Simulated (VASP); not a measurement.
# Nb (Im-3m) in VASP: notebook, part 2 of 2

VASP 6.6.1. The steps go on from the part before.

## Step 5: Relaxation of cell and atoms, PBEsol, target pressure 5 GPa, at which the enthalpy is minimised

This run uses another cell than the first one, of 18.43 Å³/atom.

INCAR

```
SYSTEM = Nb
PREC = Accurate
ENCUT = 500
EDIFF = 1E-7
ISMEAR = -1
SIGMA = 0.05
LREAL = .FALSE.
LASPH = .TRUE.
NELM = 120
ALGO = Normal
ISIF = 3
LWAVE = .FALSE.
LCHARG = .FALSE.
GGA = PS
IBRION = 2
NSW = 80
EDIFFG = -0.01
PSTRESS = 50.0
GGA_COMPAT = .FALSE.
NELMIN = 4
```

KPOINTS

```
Automatic mesh
0
G
  11 11 11
  0 0 0
```

POSCAR

```
Nb
1.0
   -1.6639500000      1.6639500000      1.6639500000
    1.6639500000     -1.6639500000      1.6639500000
    1.6639500000      1.6639500000     -1.6639500000
Nb
1
Direct
    0.0000000000      0.0000000000      0.0000000000
```

Potentials or basis: VASP PAW PBE potentials, release 64 (Nb_sv).

On the command line:

```bash
$ cat potpaw_PBE.64/Nb_sv/POTCAR > POTCAR
$ mpirun -np 1 vasp_std > vasp.out
```

OUTCAR:

```text
SYSTEM = Nb
   PREC = Accurate
   ENCUT = 500
   EDIFF = 1E-7
   ISMEAR = -1
   LREAL = .FALSE.
   LASPH = .TRUE.
   NELM = 120
   ISIF = 3
   GGA = PS
   IBRION = 2
   NSW = 80
   EDIFFG = -0.01
   PSTRESS = 50.0
   NELMIN = 4

 ion  position               nearest neighbor table
   1  0.000  0.000  0.000-

  LATTYP: Found a body centered cubic cell.
 ALAT       =     3.3279000000

  Lattice vectors:

 A1 = (  -1.6639500000,   1.6639500000,   1.6639500000)
 A2 = (   1.6639500000,  -1.6639500000,   1.6639500000)
 A3 = (   1.6639500000,   1.6639500000,  -1.6639500000)

Analysis of symmetry for initial positions (statically):
=====================================================================
 Subroutine PRICEL returns:
 Original cell was already a primitive cell.

 Routine SETGRP: Setting up the symmetry group for a
 body centered cubic supercell.

 Subroutine GETGRP returns: Found 48 space group operations
 (whereof 48 operations were pure point group operations)
 out of a pool of 48 trial point group operations.

The static configuration has the point symmetry O_h .

Analysis of symmetry for dynamics (positions and initial velocities):
=====================================================================
 Subroutine PRICEL returns:
 Original cell was already a primitive cell.

 Routine SETGRP: Setting up the symmetry group for a
 body centered cubic supercell.

 Subroutine GETGRP returns: Found 48 space group operations
 (whereof 48 operations were pure point group operations)
 out of a pool of 48 trial point group operations.

The dynamic configuration has the point symmetry O_h .

 Subroutine INISYM returns: Found 48 space group operations
 (whereof 48 operations are pure point group operations),
 and found     1 'primitive' translations

----------------------------------------------------------------------------------------

[... 124 lines left out ...]
  volume of cell :       18.43
 maximum number of plane-waves:       478
 NGX is ok and might be reduce to    24
   NGX = 11   NGY = 11   NGZ = 11

--------------------------------------- Ionic step        1  -------------------------------------------

 number of electron      12.9999999 magnetization

 Free energy of the ion-electron system (eV)
  ---------------------------------------------------
  ext. energy  EPLUGINS =         0.00000000
  ---------------------------------------------------
  free energy    TOTEN  =       -10.92678570 eV

  energy without entropy =      -10.91230089  energy(sigma->0) =      -10.91954329

------------------------ aborting loop because EDIFF is reached ----------------------------------------

  FORCE on cell =-STRESS in cart. coord.  units (eV):
  Direction    XX          YY          ZZ          XY          YZ          ZX
  --------------------------------------------------------------------------------------
  -------------------------------------------------------------------------------------
  Total       -0.9341661     -0.9341661     -0.9341661     -0.0000000     -0.0000000      0.0000000
  in kB      -81.2182974    -81.2182974    -81.2182974     -0.0000000     -0.0000000      0.0000000
  external PRESSURE =    -131.2182974 kB  Pullay stress =      50.0000000 kB
[... 98 lines left out ...]
--------------------------------------- Ionic step        4  -------------------------------------------

 number of electron      13.0000001 magnetization

 Free energy of the ion-electron system (eV)
  ---------------------------------------------------
  ext. energy  EPLUGINS =         0.00000000
  ---------------------------------------------------
  free energy    TOTEN  =       -10.94262182 eV

  energy without entropy =      -10.92688045  energy(sigma->0) =      -10.93475114

 E-fermi :  11.7328     XC(G=0): -12.8989

 val. band max:       11.7275848626   @ k =   0.2727   0.0000   0.0000
 cond. band min:      11.7404095205   @ k =   0.2727   0.0909   0.0909
 fundamental gap:      0.0128246579
 Fermi energy:        11.7328206978

 k-point     1 :       0.0000    0.0000    0.0000
  band No.  band energies     occupation
      1     -42.4391      2.00000
      2     -17.6331      2.00000
      3     -17.6331      2.00000
      4     -17.6331      2.00000
      5       5.7137      2.00000
      6      12.1217      0.00084
      7      12.1217      0.00084
      8      12.1217      0.00084
      9      15.2057      0.00000
     10      15.2057      0.00000
[... 287 lines left out ...]
 k-point    24 :       0.3636    0.1818    0.0909
  band No.  band energies     occupation
      1     -42.1181      2.00000
      2     -18.9607      2.00000
      3     -18.3631      2.00000
      4     -17.9046      2.00000
      5       9.2354      2.00000
      6      10.0894      2.00000
      7      12.2078      0.00015
      8      15.6574      0.00000
      9      16.1015      0.00000
     10      21.4031      0.00000

 [... further k-points ...]

------------------------ aborting loop because EDIFF is reached ----------------------------------------

  FORCE on cell =-STRESS in cart. coord.  units (eV):
  Direction    XX          YY          ZZ          XY          YZ          ZX
  --------------------------------------------------------------------------------------
  -------------------------------------------------------------------------------------
  Total        0.5270053      0.5270053      0.5270053      0.0000000      0.0000000     -0.0000000
  in kB       49.3518428     49.3518428     49.3518428      0.0000000      0.0000000     -0.0000000
  external PRESSURE =      -0.6481572 kB  Pullay stress =      50.0000000 kB
[... 20 lines left out ...]
  energy  without entropy=      -10.9268804499  energy(sigma->0) =      -10.93475114

  enthalpy is  TOTEN    =       -10.4086951695 eV   P V=        0.5339266554

 reached required accuracy - stopping structural energy minimisation
```

OSZICAR:

```text
N       E                     dE             d eps       ncg     rms          rms(c)
DAV:   1     0.112713029214E+03    0.11271E+03   -0.72570E+03  1120   0.125E+03
DAV:   2    -0.632936255710E+01   -0.11904E+03   -0.11656E+03  1198   0.437E+02
DAV:   3    -0.111866200567E+02   -0.48573E+01   -0.45180E+01  1648   0.738E+01
[... 42 lines left out ...]
DAV:   3    -0.109425472528E+02    0.16405E-03   -0.11842E-03  1722   0.391E-01    0.530E-02
DAV:   4    -0.109425848857E+02   -0.37633E-04   -0.38428E-05  1408   0.662E-02    0.293E-02
DAV:   5    -0.109426208523E+02   -0.35967E-04   -0.95991E-05  1866   0.710E-02    0.131E-02
DAV:   6    -0.109426215546E+02   -0.70229E-06   -0.15883E-06  1208   0.195E-02    0.378E-03
DAV:   7    -0.109426218164E+02   -0.26188E-06   -0.25400E-07  1054   0.718E-03    0.307E-04
DAV:   8    -0.109426218250E+02   -0.85208E-08   -0.26936E-08   590   0.245E-03
   4 F= -.10408695E+02 E0= -.10400824E+02  d E =-.570053E-01
```

CONTCAR:

```text
Nb
   1.00000000000000
    -1.6232574192467244    1.6232574192467244    1.6232574192467244
     1.6232574192467244   -1.6232574192467244    1.6232574192467244
     1.6232574192467244    1.6232574192467244   -1.6232574192467244
  Nb
     1
Direct
     0.0000000000000000    0.0000000000000000    0.0000000000000000

  0.00000000E+00  0.00000000E+00  0.00000000E+00
```

Wall time 26 s (1 thread of AMD EPYC 9R45 (Zen 5), shared host); peak memory 0.12 GiB.

Results:

- Free energy: -10.9426 eV
- Relaxed volume: 17.11 Å³/atom
- Relaxed cell: a = 2.812 Å, b = 2.812 Å, c = 2.812 Å, α = 109.47°, β = 109.47°, γ = 109.47°
- Space group after relaxing (to 0.1 Å): Im-3m (No. 229)
- Energy change on relaxing (the run minimises the enthalpy): -15.8 meV/atom
- Ionic steps: 4
- Pressure after relaxing: 4.9 GPa
- Band gap on the k mesh: zero (an odd number of electrons rules out a gap without spin polarisation)

The path:
```tsv
step	energy change (eV)	largest force (eV/Å)	pressure (GPa)	volume (Å³)
1	0.0000	0.0000	-8.12	18.43
2	0.3126	0.0000	42.18	14.69
3	-0.0175	0.0000	4.29	17.17
4	-0.0158	0.0000	4.94	17.11
```

Final structure:
```
CELL_PARAMETERS angstrom
-1.62326 1.62326 1.62326
1.62326 -1.62326 1.62326
1.62326 1.62326 -1.62326
ATOMIC_POSITIONS crystal
Nb 0.00000 0.00000 0.00000
```

Caveat: the cell is relaxed towards a set pressure, so the run minimises the enthalpy, not the energy; the PAW data sets were made with another functional, which shifts forces and pressure a little.

## Step 6: Single point, PBE

This run uses another cell than the first one, of 18.43 Å³/atom.

INCAR

```
PREC = Accurate
ENCUT = 500
EDIFF = 1E-6
ISMEAR = -1
SIGMA = 0.02
LREAL = F
LASPH = T
NELM = 120
ALGO = Normal
ISIF = 2
LWAVE = F
LCHARG = F
GGA = PE
NBANDS = 12
GGA_COMPAT = F
```

KPOINTS

```
regular mesh
0
Gamma
  4 4 4
```

POSCAR is that of step 5.

Potentials or basis: VASP PAW PBE potentials, release 64 (Nb_sv).

On the command line:

```bash
$ cat potpaw_PBE.64/Nb_sv/POTCAR > POTCAR
$ mpirun -np 1 vasp_std > vasp.out
```

Wall time 4 s (1 thread of Intel Xeon Platinum 8488C (Sapphire Rapids), shared host); peak memory 0.13 GiB.

The run converged. Its results:

| Property | Result |
| --- | --- |
| Free energy | -10.2483 eV |
| Pressure | 0.3 GPa |
| Band gap on the k mesh | zero (an odd number of electrons rules out a gap without spin polarisation) |

Levels at points of the mesh, in eV from the Fermi level:
```csv
k point,band 3,band 4,band 5,band 6,band 7,band 8,band 9,band 10
"(0.00, 0.00, 0.00)",-29.72,-29.72,-5.77,0.44,0.44,0.44,3.28,3.28
"(0.50, 0.00, 0.00)",-30.12,-29.73,-3.52,-1.51,2.30,3.29,3.95,6.23
"(0.50, 0.50, 0.50)",-30.58,-30.58,-3.48,-3.48,5.50,5.50,5.50,9.00
```

Caveat: the k points lie up to 0.67 Å⁻¹ apart, too coarse for converged energies and pressures of a metal.

## Step 7: Summary

| task | level | cell | k mesh | smearing | gap on the mesh (eV) | pressure (GPa) |
| --- | --- | --- | --- | --- | --- | --- |
| single point | PBEsol | a = 2.748 Å, angles 109.5°, 1 atom | 11 × 11 × 11 | fermi-dirac 0.05 eV | none | 19.7 |
| single point | PBEsol | a = 2.837 Å, angles 109.5°, 1 atom | 11 × 11 × 11 | fermi-dirac 0.05 eV | none | -0.3 |
| single point | PBEsol | a = 2.813 Å, angles 109.5°, 1 atom | 11 × 11 × 11 | fermi-dirac 0.05 eV | none | 4.6 |
| relaxation of cell and atoms | PBEsol | relaxed to 5 GPa from a = 2.882 Å, angles 109.5°, 1 atom | 11 × 11 × 11 | fermi-dirac 0.05 eV | none | 4.9 |
| single point | PBE | a = 2.882 Å, angles 109.5°, 1 atom | 4 × 4 × 4 | fermi-dirac 0.02 eV | none | 0.3 |

Alike in all rows: potentials or basis VASP PAW PBE potentials, release 64 (Nb_sv); no spin polarisation; cutoff (eV) 500.

Caveats: some runs use coarse meshes; the PAW data sets were made with another functional, which shifts forces and pressure a little (at least some runs); the cell stands under pressure (at least some runs); the cell is relaxed towards a set pressure, so the run minimises the enthalpy, not the energy (at least some runs).

Total energies depend on the potentials used, so only differences within one code and one set of settings carry meaning.
